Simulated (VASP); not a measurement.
Wanted: the native input for a VASP 6.6.1 run.

- Task: single point
- Functional: LDA
- Potentials or basis: VASP PAW LDA potentials, release 64 (Cu, I)
- Cutoff: 520 eV
- k mesh: 6 × 6 × 6
- Occupations: gaussian, width 0.01 eV
- Spin: no spin polarisation
- Dipole correction: no
- Further INCAR settings: ALGO = Normal; EDIFF = 1e-07; NBANDS = 16

The structure of CuI (Marshite) lies in POSCAR:

```
CuI
1.0
    2.8389847689      2.8389847689      0.0000000000
   -2.8389847689      2.8389847689      0.0000000000
    0.0000000000      2.8389847689      2.8389847689
Cu I
1 1
Direct
    0.7500000000      0.2500000000      0.5000000000
    0.0000000000      0.0000000000      0.0000000000
```

The input as run:

INCAR

```
SYSTEM = CuI
PREC = Accurate ; ENCUT = 520
EDIFF = 1E-7 ; ISMEAR = 0
SIGMA = 0.01 ; LREAL = .False.
LASPH = .True. ; NELM = 60
ALGO = Normal ; ISIF = 2
LWAVE = .False. ; LCHARG = .False.
GGA = CA ; NBANDS = 16
```

KPOINTS

```
regular mesh
0
Gamma
  6 6 6
  0 0 0
```

Potentials or basis: VASP PAW LDA potentials, release 64 (Cu, I).

Command:

```bash
$ cat potpaw_LDA.64/Cu/POTCAR potpaw_LDA.64/I/POTCAR > POTCAR
$ mpirun -np 1 vasp_std > vasp.out
```

Results of the run:

- Pressure: 7.1 GPa
- Band gap on the k mesh: 1.60 eV, direct

Caveat: spin-orbit coupling is left out, which moves the levels of the heavy elements.

Run time: 17 s on 1 thread of Intel(R) Xeon(R) 6975P-C (Granite Rapids) (shared host), peak memory 0.15 GiB.
